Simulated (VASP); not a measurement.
Set up this calculation in VASP 6.6.1, as the native input.

- Task: single point
- Functional: PBE
- Potentials or basis: VASP PAW PBE potentials, release 64 (Tl_d)
- Cutoff: 520 eV
- k mesh: 20 × 20 × 20
- Occupations: gaussian, width 0.1 eV
- Spin: no spin polarisation
- Dipole correction: no
- Further INCAR settings: ALGO = Normal; EDIFF = 1e-06; NBANDS = 12

The structure of Tl lies in POSCAR:

```
Tl
1.0
    3.0528347615     -1.7641356867     -0.1291715439
    3.0528347615      1.7641356867     -0.1291715439
   -1.9134666318      0.0000000000      2.9677203948
Tl
1
Direct
    0.0000000000      0.0000000000      0.5000000000
```

These files were run (other wordings do the same):

INCAR

```
SYSTEM = Tl
ALGO     = Normal         ! electronic algorithm
EDIFF    = 1E-6           ! SCF threshold, eV
ENCUT    = 520            ! plane-wave cutoff, eV
GGA      = PE             ! functional
ISIF     = 2              ! what is computed and relaxed
ISMEAR   = 0              ! smearing method
LASPH    = .TRUE.         ! aspherical terms in the spheres
LCHARG   = .TRUE.         ! write CHGCAR
LELF     = .TRUE.         ! ELF
LREAL    = .FALSE.        ! projectors in reciprocal space
LVHAR    = .TRUE.       
LWAVE    = .FALSE.        ! write WAVECAR
NBANDS   = 12             ! bands
NELM     = 100            ! most SCF steps
PREC     = Accurate       ! precision mode
SIGMA    = 0.1            ! smearing width, eV
```

KPOINTS

```
k-points
0
G
  20 20 20
  0 0 0
```

Potentials or basis: VASP PAW PBE potentials, release 64 (Tl_d).

The run is started by

```sh
$ cat potpaw_PBE.64/Tl_d/POTCAR > POTCAR
$ mpirun -np 1 vasp_std > vasp.out
```

Results of the run:

- Pressure: -0.1 GPa

Wall time 8.9 min on 1 thread of Intel(R) Xeon(R) Platinum 8259CL CPU @ 2.50GHz (Skylake/Cascade Lake), on a shared host, peak memory 0.81 GiB.
